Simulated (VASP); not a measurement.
A run of VASP 6.6.1:

The input INCAR:

```
SYSTEM = ZrTi
PREC = Accurate
ENCUT = 520
EDIFF = 1E-6
ISMEAR = 0
SIGMA = 0.15
LREAL = .FALSE.
LASPH = .TRUE.
NELM = 100
ALGO = Fast
ISIF = 2
LWAVE = .FALSE.
LCHARG = .FALSE.
GGA = PS
NBANDS = 19
```

File KPOINTS:

```
regular mesh
0
G
  18 18 10
  0 0 0
```

POSCAR

```
ZrTi
1.0
    3.1089941869      0.0000000000      0.0000000000
   -1.5544970934      2.6924679461      0.0000000000
    0.0000000000      0.0000000000      4.9942740050
Zr Ti
1 1
Direct
    0.0000000000      0.0000000000      0.0000000000
    0.3333333333      0.6666666667      0.5000000000
```

Potentials or basis: VASP PAW PBE potentials, release 64 (Zr_sv, Ti_sv).

Run with:

```console
$ cat potpaw_PBE.64/Zr_sv/POTCAR potpaw_PBE.64/Ti_sv/POTCAR > POTCAR
$ mpirun -np 1 vasp_std > vasp.out
```

Hardware: 1 thread of Intel(R) Xeon(R) 6975P-C (Granite Rapids) (shared host).

Task: How long does it take, and how much memory?

Result: Wall time 4.8 min on 1 thread of Intel(R) Xeon(R) 6975P-C (Granite Rapids) (shared host), peak memory 0.3 GiB. Counts: scf iterations 62, k points 222.
